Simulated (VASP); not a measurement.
## Ir: single point with r2SCAN

Crystal: Ir.

```xyz
4
Lattice="2.7990 0.0000 0.0000 -1.3995 2.4240 0.0000 0.0000 0.0000 9.0272" Properties=species:S:1:pos:R:3 pbc="T T T"
Ir    0.0000    0.0000    0.0000
Ir    0.0000    0.0000    4.5136
Ir    0.0000    1.6160    6.7704
Ir    1.3995    0.8080    2.2568
```

```
Program                : VASP 6.6.1
Task                   : single point
Functional             : r2SCAN
Potentials or basis    : VASP PAW PBE potentials, release 64 (Ir_sv_GW)
Cutoff                 : 550 eV
k mesh                 : 9 × 9 × 2
Occupations            : gaussian, width 0.1 eV
Spin                   : no spin polarisation
Dipole correction      : no
Second run             : valence_matched
Further INCAR settings : ALGO = Normal; EDIFF = 1e-06; NBANDS = 42
```

```yaml
Pressure: -24.8 GPa
Band_gap_on_the_k_mesh: zero (band 34 reaches 11.97 eV, above the bottom of band 35 at 9.76 eV)
```

Stress tensor (GPa, compression positive):
```
-25.16   0.00   0.00
  0.00 -25.16   0.00
  0.00   0.00 -24.01
```

Levels at points of the mesh, in eV from the Fermi level:
| k point | band 32 | band 33 | band 34 | band 35 | band 36 | band 37 |
| --- | --- | --- | --- | --- | --- | --- |
| (0.00, 0.00, 0.00) | -1.71 | -1.71 | -1.00 | -1.00 | -0.36 | -0.30 |
| (0.00, 0.00, 0.50) | -2.34 | -1.31 | -1.31 | -1.31 | -1.31 | 0.22 |

Run time: 3.5 min on 1 thread of Intel(R) Xeon(R) Platinum 8488C (Sapphire Rapids), with other jobs on the host, peak memory 0.22 GiB.

Caveat: the PAW data sets were made with another functional, which shifts forces and pressure a little; spin-orbit coupling is left out, which moves the levels of the heavy elements.
